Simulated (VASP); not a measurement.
Input of a VASP 6.6.1 run:

Contents of INCAR:

```
SYSTEM = BN
PREC = Accurate ; ENCUT = 520
EDIFF = 1E-7 ; ISMEAR = 0
SIGMA = 0.05 ; LREAL = .FALSE.
LASPH = .TRUE. ; NELM = 60
ALGO = Normal ; ISIF = 2
LWAVE = .FALSE. ; LCHARG = .TRUE.
LELF = .TRUE. ; LVHAR = .TRUE.
NBANDS = 16
```

KPOINTS

```
regular mesh
0
G
  12 12 4
  0 0 0
```

The input POSCAR:

```
BN
1.0
    2.4883517152      0.0000000000      0.0000000000
   -1.2441758576      2.1549757989      0.0000000000
    0.0000000000      0.0000000000      6.4952714932
B N
2 2
Direct
    0.3333333333      0.6666666667      0.2500000000
    0.6666666667      0.3333333333      0.7500000000
    0.3333333333      0.6666666667      0.7500000000
    0.6666666667      0.3333333333      0.2500000000
```

Potentials or basis: VASP PAW LDA potentials, release 64 (B, N).

Run with:

```sh
$ cat potpaw_LDA.64/B/POTCAR potpaw_LDA.64/N/POTCAR > POTCAR
$ mpirun -np 1 vasp_std > vasp.out
```

What does it give for the pressure?

0.6 GPa.

What does it give for the band gap on the k mesh?

4.05 eV, indirect (least direct gap 4.47 eV).

Stress tensor (GPa, compression positive):
```
 1.04  0.00  0.00
 0.00  1.04  0.00
 0.00  0.00 -0.18
```

Caveat: the cell differs from its parent crystal (normal strain along x +0.0000, normal strain along z +0.0000). A k mesh can miss the band edges.
